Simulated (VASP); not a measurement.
# Mg (P6_3/mmc) in VASP: single point with PBE

Aim: the single point of Mg with PBE.

Everything below comes from runs of VASP 6.6.1. Logs are shortened: lines on timing, memory, paths and dates and some standing lists are left out, and cuts for length are marked.

### 1 The cell of the first run

Symmetry: P6_3/mmc, No. 194, hexagonal system. The conventional cell has a = 3.199 Å, b = 3.199 Å, c = 5.179 Å, α = 90.00°, β = 90.00°, γ = 120.00°. Within 4.2 Å of Mg (site symmetry -6m2) lie 12 Mg at 3.18 to 3.20 Å.

### 2 Single point, PBE, non-collinear spin, zero start, spin-orbit coupling

INCAR reads:

```
ALGO = Normal ; EDIFF = 1E-7
ENCUT = 520 ; GGA = PE
GGA_COMPAT = F ; ISIF = 2
ISMEAR = -1 ; LASPH = T
LCHARG = T ; LNONCOLLINEAR = T
LORBIT = 11 ; LORBMOM = T
LREAL = F ; LSORBIT = T
LVHAR = T ; LWAVE = F
MAGMOM = 0 0 0 0 0 0 ; NBANDS = 16
NELM = 150 ; PREC = Accurate
SIGMA = 0.05
```

KPOINTS reads:

```
k-points
0
Gamma
  18 18 10
```

POSCAR reads:

```
Mg
1.0
    3.1986355953      0.0000000000      0.0000000000
   -1.5993177977      2.7700996830      0.0000000000
    0.0000000000      0.0000000000      5.1789881039
Mg
2
Direct
    0.3333333333      0.6666666667      0.2500000000
    0.6666666667      0.3333333333      0.7500000000
```

Potentials or basis: VASP PAW PBE potentials, release 64 (Mg).

Command:

```
$ cat potpaw_PBE.64/Mg/POTCAR > POTCAR
$ mpirun -np 1 vasp_ncl > vasp.out
```

OUTCAR:

```text
EDIFF = 1E-7
   ENCUT = 520
   GGA = PE
   ISIF = 2
   ISMEAR = -1
   LASPH = T
   LNONCOLLINEAR = T
   LORBIT = 11
   LREAL = F
   LSORBIT = T
   NELM = 150
   PREC = Accurate

 ion  position               nearest neighbor table
   1  0.333  0.667  0.250-   2 3.18   2 3.18   2 3.18   2 3.18   2 3.18   2 3.18
   2  0.667  0.333  0.750-   1 3.18   1 3.18   1 3.18   1 3.18   1 3.18   1 3.18

  LATTYP: Found a hexagonal cell.
 ALAT       =     3.1986355953
 C/A-ratio  =     1.6191241389

  Lattice vectors:

 A1 = (   3.1986355953,   0.0000000000,   0.0000000000)
 A2 = (  -1.5993177977,   2.7700996830,   0.0000000000)
 A3 = (   0.0000000000,   0.0000000000,   5.1789881039)

Analysis of symmetry for initial positions (statically):
=====================================================================
 Subroutine PRICEL returns:
 Original cell was already a primitive cell.

 Routine SETGRP: Setting up the symmetry group for a
 hexagonal supercell.

 Subroutine GETGRP returns: Found 24 space group operations
 (whereof 12 operations were pure point group operations)
 out of a pool of 24 trial point group operations.

The static configuration has the point symmetry D_3d.
 The point group associated with its full space group is D_6h.

Analysis of symmetry for dynamics (positions and initial velocities):
=====================================================================
 Subroutine PRICEL returns:
 Original cell was already a primitive cell.

 Routine SETGRP: Setting up the symmetry group for a
 hexagonal supercell.

 Subroutine GETGRP returns: Found 24 space group operations
 (whereof 12 operations were pure point group operations)
 out of a pool of 24 trial point group operations.

The dynamic configuration has the point symmetry D_3d.
 The point group associated with its full space group is D_6h.

Analysis of structural, dynamic, and magnetic symmetry:
=====================================================================
 Subroutine PRICEL returns:
 Original cell was already a primitive cell.

 Routine SETGRP: Setting up the symmetry group for a
 hexagonal supercell.

 Subroutine GETGRP returns: Found 24 space group operations
 (whereof 12 operations were pure point group operations)
 out of a pool of 24 trial point group operations.

The overall configuration has the point symmetry D_3d.
 The point group associated with its full space group is D_6h.

 Subroutine INISYM returns: Found 24 space group operations
 (whereof 12 operations are pure point group operations),
 and found     1 'primitive' translations

----------------------------------------------------------------------------------------

                                     Primitive cell

  volume of cell :      45.8886

  direct lattice vectors                    reciprocal lattice vectors
     3.198635595  0.000000000  0.000000000     0.312633299  0.180498920  0.000000000
    -1.599317798  2.770099683  0.000000000     0.000000000  0.360997839  0.000000000
     0.000000000  0.000000000  5.178988104     0.000000000  0.000000000  0.193087912

  length of vectors
     3.198635595  3.198635595  5.178988104     0.360997839  0.360997839  0.193087912

  position of ions in fractional coordinates (direct lattice)
     0.333333333  0.666666667  0.250000000
     0.666666667  0.333333333  0.750000000

  ion indices of the primitive-cell ions
   primitive index   ion index
                 1           1
                 2           2

----------------------------------------------------------------------------------------

 KPOINTS: k-points

Automatic generation of k-mesh.
 Grid dimensions read from file:
 generate k-points for:   18   18   10

 Generating k-lattice:

  Cartesian coordinates                     Fractional coordinates (reciprocal lattice)
     0.017368517  0.010027718  0.000000000     0.055555556  0.000000000  0.000000000
[... 105 lines left out ...]
  ---------------------------------------------------
  ext. energy  EPLUGINS =         0.00000000
  ---------------------------------------------------
  free energy    TOTEN  =        -3.01611021 eV

  energy without entropy =       -3.00891644  energy(sigma->0) =       -3.01251333

 E-fermi :   2.6273     XC(G=0):  -8.4927

 val. band max:        2.6195908820   @ k =   0.2778   0.2222   0.2000
 cond. band min:       2.6326366603   @ k =   0.3889   0.1111   0.3000
 fundamental gap:      0.0130457783
 Fermi energy:         2.6273032282

 k-point     1 :       0.0000    0.0000    0.0000
  band No.  band energies     occupation
      1      -4.2976      1.00000
      2      -4.2976      1.00000
      3       0.9658      1.00000
      4       0.9658      1.00000
      5       1.4201      1.00000
      6       1.4201      1.00000
[... 433 lines left out ...]
      3       1.7324      1.00000
      4       1.7324      1.00000
      5       4.6825      0.00000
      6       4.6825      0.00000
[... 8 lines left out ...]
     15      11.7798      0.00000
     16      11.7798      0.00000

 [... further k-points ...]

------------------------ aborting loop because EDIFF is reached ----------------------------------------

  FORCE on cell =-STRESS in cart. coord.  units (eV):
  Direction    XX          YY          ZZ          XY          YZ          ZX
  --------------------------------------------------------------------------------------
  -------------------------------------------------------------------------------------
  Total       -0.0326551     -0.0326551     -0.0399872      0.0000000      0.0000000      0.0000000
  in kB       -1.1401365     -1.1401365     -1.3961334      0.0000000      0.0000000      0.0000000
  external PRESSURE =      -1.2254688 kB  Pullay stress =       0.0000000 kB

 VOLUME and BASIS-vectors are now :
 -----------------------------------------------------------------------------
  energy-cutoff  :      520.00
  volume of cell :       45.89
      direct lattice vectors                 reciprocal lattice vectors
     3.198635595  0.000000000  0.000000000     0.312633299  0.180498920  0.000000000
    -1.599317798  2.770099683  0.000000000     0.000000000  0.360997839  0.000000000
     0.000000000  0.000000000  5.178988104     0.000000000  0.000000000  0.193087912

 POSITION                                       TOTAL-FORCE (eV/Angst)
 -----------------------------------------------------------------------------------
     -0.00000      1.84673      1.29475         0.000000      0.000000      0.000000
      1.59932      0.92337      3.88424        -0.000000      0.000000      0.000000
 -----------------------------------------------------------------------------------
    total drift:                                0.000000     -0.000000      0.000000

  FREE ENERGIE OF THE ION-ELECTRON SYSTEM (eV)
  ---------------------------------------------------
  free  energy   TOTEN  =        -3.0161102091 eV

  energy  without entropy=       -3.0089164439  energy(sigma->0) =       -3.01251333

 orbital moment (x)

 # of ion     p       d       tot
 ----------------------------------------
  1         0.000   0.000   0.000
  2         0.000  -0.000  -0.000
 ----------------------------------------
            0.000   0.000   0.000

 orbital moment (y)

 # of ion     p       d       tot
 ----------------------------------------
  1         0.000  -0.000   0.000
  2         0.000   0.000   0.000
 ----------------------------------------
            0.000  -0.000   0.000

 orbital moment (z)

 # of ion     p       d       tot
 ----------------------------------------
  1        -0.000   0.000  -0.000
  2        -0.000   0.000  -0.000
 ----------------------------------------
           -0.000   0.000  -0.000

 Spin-Orbit-Coupling matrix elements

 Ion:    1  E_soc:     -0.0000356
 l=   1
     0.0000000    -0.0000059    -0.0000060
    -0.0000059     0.0000000    -0.0000059
    -0.0000060    -0.0000059     0.0000000
 l=   2
     0.0000000     0.0000000     0.0000000     0.0000000     0.0000000
     0.0000000     0.0000000     0.0000000     0.0000000     0.0000000
     0.0000000     0.0000000     0.0000000     0.0000000     0.0000000
     0.0000000     0.0000000     0.0000000     0.0000000     0.0000000
     0.0000000     0.0000000     0.0000000     0.0000000     0.0000000
 l=   3
     0.0000000     0.0000000     0.0000000     0.0000000     0.0000000     0.0000000     0.0000000
     0.0000000     0.0000000     0.0000000     0.0000000     0.0000000     0.0000000     0.0000000
     0.0000000     0.0000000     0.0000000     0.0000000     0.0000000     0.0000000     0.0000000
     0.0000000     0.0000000     0.0000000     0.0000000     0.0000000     0.0000000     0.0000000
     0.0000000     0.0000000     0.0000000     0.0000000     0.0000000     0.0000000     0.0000000
     0.0000000     0.0000000     0.0000000     0.0000000     0.0000000     0.0000000     0.0000000
     0.0000000     0.0000000     0.0000000     0.0000000     0.0000000     0.0000000     0.0000000

 Ion:    2  E_soc:     -0.0000356
 l=   1
     0.0000000    -0.0000059    -0.0000060
    -0.0000059     0.0000000    -0.0000059
    -0.0000060    -0.0000059     0.0000000
 l=   2
     0.0000000     0.0000000     0.0000000     0.0000000     0.0000000
     0.0000000     0.0000000     0.0000000     0.0000000     0.0000000
     0.0000000     0.0000000     0.0000000     0.0000000     0.0000000
     0.0000000     0.0000000     0.0000000     0.0000000     0.0000000
     0.0000000     0.0000000     0.0000000     0.0000000     0.0000000
 l=   3
     0.0000000     0.0000000     0.0000000     0.0000000     0.0000000     0.0000000     0.0000000
     0.0000000     0.0000000     0.0000000     0.0000000     0.0000000     0.0000000     0.0000000
     0.0000000     0.0000000     0.0000000     0.0000000     0.0000000     0.0000000     0.0000000
     0.0000000     0.0000000     0.0000000     0.0000000     0.0000000     0.0000000     0.0000000
     0.0000000     0.0000000     0.0000000     0.0000000     0.0000000     0.0000000     0.0000000
     0.0000000     0.0000000     0.0000000     0.0000000     0.0000000     0.0000000     0.0000000
     0.0000000     0.0000000     0.0000000     0.0000000     0.0000000     0.0000000     0.0000000

 total charge

# of ion       s       p       d       tot
------------------------------------------
    1        0.208   0.126   0.011   0.346
    2        0.208   0.126   0.011   0.346
--------------------------------------------------
tot          0.417   0.253   0.023   0.692

 magnetization (x)

# of ion       s       p       d       tot
------------------------------------------
    1        0.000   0.000  -0.000   0.000
    2        0.000   0.000   0.000   0.000
--------------------------------------------------
tot          0.000   0.000  -0.000   0.000

 magnetization (y)

# of ion       s       p       d       tot
------------------------------------------
    1       -0.000   0.000   0.000  -0.000
    2       -0.000   0.000   0.000  -0.000
--------------------------------------------------
tot         -0.000   0.000   0.000  -0.000

 magnetization (z)

# of ion       s       p       d       tot
------------------------------------------
    1        0.000   0.000   0.000   0.000
    2        0.000   0.000   0.000   0.000
--------------------------------------------------
tot          0.000   0.000   0.000   0.000
```

Run time: 1.8 min. Hardware: 1 thread of Intel Xeon Platinum 8559C (Emerald Rapids), shared host; peak memory 0.4 GiB.

What came out:

```
Free energy                                           : -3.0161 eV
Pressure                                              : -0.1 GPa
Net moment                                            : 0.00 μB per cell
Valence electrons inside the program's atomic spheres : Mg 0.35
```

Moments on the atoms (μB; x, y, z):
```
Mg  0.00 0.00 0.00
Mg  0.00 0.00 0.00
```
